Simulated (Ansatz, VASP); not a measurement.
This is a calculation of Bi for VASP 6.6.1.

The input POSCAR:

```
Bi
1.0
    3.2809913467      0.0000000000      0.0000000000
    0.0000000000      3.2640382254      0.0000000000
   -0.0815136175      0.0000000000      6.5286865229
Bi
2
Direct
    0.5442472500      0.0000000000      0.7495778900
    0.4557527500      0.0000000000      0.2504221100
```

The input INCAR.step1:

```
  ALGO = Normal
  EDIFF = 1E-4
  ENCUT = 520
  GGA = PE
  ISMEAR = -1
  LASPH = True
  LCHARG = False
  LREAL = False
  LWAVE = True
  NBANDS = 22
  NELM = 100
  PREC = Accurate
  SIGMA = 0.05
```

File INCAR.step2:

```
  ALGO = Normal
  EDIFF = 1E-6
  ENCUT = 520
  ISIF = 2
  ISMEAR = -1
  ISTART = 1
  LASPH = True
  LCHARG = False
  LMIXTAU = True
  LREAL = False
  LWAVE = False
  METAGGA = R2SCAN
  NBANDS = 22
  NELM = 100
  PREC = Accurate
  SIGMA = 0.05
```

File KPOINTS:

```
k-points
0
Gamma
  8 8 4
```

Potentials or basis: VASP PAW PBE potentials, release 64 (Bi_d).

Launch:

```bash
$ cat potpaw_PBE.64/Bi_d/POTCAR > POTCAR
$ cp INCAR.step1 INCAR
$ mpirun -np 1 vasp_std > vasp.out
$ cp INCAR.step2 INCAR
$ mpirun -np 1 vasp_std > vasp.out
```

Q: Set up the same calculation for Ansatz 0.2.0. Potentials there: Ansatz PAW.

A: As run (the cutoff follows the program's own potentials):

File input.yaml:

```yaml
crystal:
  lattice:
    - [3.2809913467, 0.0, 0.0]
    - [0.0, 3.2640382254, 0.0]
    - [-0.0815136175, 0.0, 6.5286865229]
  atoms:
    - { symbol: Bi, position: [0.54424725, 0.0, 0.74957789] }
    - { symbol: Bi, position: [0.45575275, 0.0, 0.25042211] }
hamiltonian:
  xc: r2scan
  pseudopotentials: { kind: paw }
kpoints:
  mp_grid: { grid: [8, 8, 4] }
scf:
  occupations: { method: fermi_dirac, width: 0.05 }
output:
  forces: true
  stress: true
  eigenvalues: true
```

Potentials or basis: Ansatz PAW.

Command:

```bash
$ ansatz run input.yaml --threads 1 --pin off --max-ram 3584MiB --backend cpu --events-out ev --progress --plain --runs-dir out
```

Both were run:

|  | VASP | Ansatz | Ansatz less VASP |
| --- | --- | --- | --- |
| gap on the k mesh at the Fermi level (eV) | none | none | - |
| pressure (GPa) | -1.0 | -0.9 | +0.06 |
| traceless stress, the component that is largest in VASP (GPa) | 0.55 | 0.55 | +0.002 |
| rms of the force components (eV/Å) | 0.019 | 0.020 | +0.0003 |

VASP's potentials were made for PBE, not for r2SCAN. Atom by atom the forces differ by 0.001 eV/Å (rms over components). A gap of «none» marks a metal or a gap that the smearing closes.

Spin-orbit coupling is off throughout.
